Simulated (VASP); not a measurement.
Wanted: the native input for a VASP 6.6.1 run.

| Item | Value |
| --- | --- |
| Task | single point |
| Functional | PBEsol |
| Potentials or basis | VASP PAW PBE potentials, release 64 (Tl_d, Br) |
| Cutoff | 500 eV |
| k mesh | 6 × 6 × 6 |
| Occupations | gaussian, width 0.01 eV |
| Spin | no spin polarisation |
| Dipole correction | no |
| Further INCAR settings | ALGO = Normal; EDIFF = 1e-06; NBANDS = 17 |

The structure of TlBr lies in POSCAR:

```
TlBr
1.0
    3.7730992483      0.0000000000      0.0000000000
    0.0000000000      3.7730992483      0.0000000000
    0.0000000000      0.0000000000      3.7730992483
Tl Br
1 1
Direct
    0.0000000000      0.0000000000      0.0000000000
    0.5000000000      0.5000000000      0.5000000000
```

These files were run (other wordings do the same):

INCAR

```
SYSTEM = TlBr
PREC     = Accurate       ! precision mode
ENCUT    = 500            ! plane-wave cutoff, eV
EDIFF    = 1E-6           ! SCF threshold, eV
ISMEAR   = 0              ! smearing method
SIGMA    = 0.01           ! smearing width, eV
LREAL    = .FALSE.        ! projectors in reciprocal space
LASPH    = .TRUE.         ! aspherical terms in the spheres
NELM     = 120            ! most SCF steps
ALGO     = Normal         ! electronic algorithm
ISIF     = 2              ! what is computed and relaxed
LWAVE    = .FALSE.        ! write WAVECAR
LCHARG   = .FALSE.        ! write CHGCAR
GGA      = PS             ! functional
NBANDS   = 17             ! bands
GGA_COMPAT= .FALSE.
```

KPOINTS

```
regular mesh
0
G
  6 6 6
  0 0 0
```

Potentials or basis: VASP PAW PBE potentials, release 64 (Tl_d, Br).

Command:

```bash
$ cat potpaw_PBE.64/Tl_d/POTCAR potpaw_PBE.64/Br/POTCAR > POTCAR
$ mpirun -np 1 vasp_std > vasp.out
```

Results of the run:

- Pressure: 4.0 GPa
- Band gap on the k mesh: 1.22 eV, indirect (least direct gap 1.24 eV)

Caveat: the PAW data sets were made with another functional, which shifts forces and pressure a little; spin-orbit coupling is left out, which moves the levels of the heavy elements.

Run time: 6.3 s on 1 thread of Intel(R) Xeon(R) 6975P-C (Granite Rapids) (shared host), peak memory 0.16 GiB.
